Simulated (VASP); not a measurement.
# PbSe: single point with r2SCAN

PbSe:

```
CELL_PARAMETERS angstrom
5.17414 0.00000 0.00000
-2.58707 4.48094 0.00000
0.00000 0.00000 6.16444
ATOMIC_POSITIONS crystal
Pb 0.33333 0.66667 0.93708
Pb 0.66667 0.33333 0.43708
Se 0.33333 0.66667 0.43792
Se 0.66667 0.33333 0.93792
```

This cell differs from its parent crystal: uniaxial z strain -0.8%.

| Item | Value |
| --- | --- |
| Program | VASP 6.6.1 |
| Task | single point |
| Functional | r2SCAN |
| Potentials or basis | VASP PAW PBE potentials, release 64 (Pb_d, Se) |
| Cutoff | 520 eV |
| k mesh | 6 × 6 × 4 |
| Occupations | gaussian, width 0.01 eV |
| Spin | no spin polarisation |
| Dipole correction | no |
| Further INCAR settings | ALGO = Normal; EDIFF = 1e-06; NBANDS = 28 |

- Pressure: 0.3 GPa
- Band gap on the k mesh: 1.48 eV

Stress tensor (GPa, compression positive):
```
0.09 0.00 0.00
0.00 0.09 0.00
0.00 0.00 0.83
```

Levels at points of the mesh, in eV from the valence-band top:
```csv
k point,band 18,band 19,band 20,band 21,band 22,band 23
"(0.00, 0.00, 0.00)",-1.89,-1.84,-1.84,1.92,1.92,3.46
"(0.50, 0.00, 0.00)",-2.23,-2.19,-0.68,2.89,3.43,4.31
"(0.00, 0.00, 0.50)",-2.47,-1.30,-1.30,2.32,2.32,2.32
"(0.50, 0.00, 0.50)",-1.84,-0.65,-0.65,1.69,1.69,3.15
```

Run time: 2.8 min on 1 thread of AMD EPYC 9R45 96-Core Processor (Zen 5), with other jobs on the host, peak memory 0.3 GiB.

Caveat: the cell differs from its parent crystal (uniaxial z strain -0.8%); the structure was generated, so it needn't be the stable form of PbSe; the PAW data sets were made with another functional, which shifts forces and pressure a little; spin-orbit coupling is left out, which moves the levels of the heavy elements. A k mesh can miss the band edges.
